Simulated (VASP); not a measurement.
Wanted: the native input for a VASP 6.6.1 run.

| Item | Value |
| --- | --- |
| Task | relaxation of shape and atoms at fixed volume |
| Functional | LDA |
| Potentials or basis | VASP PAW LDA potentials, release 64 (Hf_pv, O) |
| Cutoff | 600 eV |
| k mesh | 6 × 6 × 8 |
| Occupations | gaussian, width 0.02 eV |
| Spin | no spin polarisation |
| Dipole correction | no |
| Further INCAR settings | ALGO = Normal; EDIFF = 1e-07; IBRION = 2; EDIFFG = -0.01; NSW = 50; ISIF = 4 |

The structure of HfO2 lies in POSCAR:

```
HfO2
1.0
    4.9621465992      0.0000000000      0.0000000000
    0.0000000000      4.9621465992      0.0000000000
    0.0000000000      0.0000000000      3.2639683014
Hf O
2 4
Direct
    0.0000000000      0.0000000000      0.0000000000
    0.5000000000      0.5000000000      0.5000000000
    0.1941032393      0.8058967607      0.5000000000
    0.3058967607      0.3058967607      0.0000000000
    0.6941032393      0.6941032393      0.0000000000
    0.8058967607      0.1941032393      0.5000000000
```

The input as run:

INCAR

```
PREC = Accurate
ENCUT = 600
EDIFF = 1E-7
ISMEAR = 0
SIGMA = 0.02
LREAL = F
LASPH = T
NELM = 60
ALGO = Normal
ISIF = 4
LWAVE = F
LCHARG = F
GGA = CA
IBRION = 2
NSW = 50
EDIFFG = -0.01
```

KPOINTS

```
Automatic mesh
0
Gamma
  6 6 8
```

Potentials or basis: VASP PAW LDA potentials, release 64 (Hf_pv, O).

Command:

```sh
$ cat potpaw_LDA.64/Hf_pv/POTCAR potpaw_LDA.64/O/POTCAR > POTCAR
$ mpirun -np 1 vasp_std > vasp.out
```

It gave:

```json
{
 "Energy gained by relaxing": "1.6 meV/atom",
 "Ionic steps": "5",
 "Pressure after relaxing": "-19.7 GPa",
 "Largest force after relaxing": "0.007 eV/Å",
 "Band gap on the k mesh": "3.62 eV"
}
```

Caveat: spin-orbit coupling is left out, which moves the levels of the heavy elements.

Run time: 2.1 min on 1 thread of Intel(R) Xeon(R) 6975P-C (Granite Rapids) (shared host), peak memory 0.24 GiB.
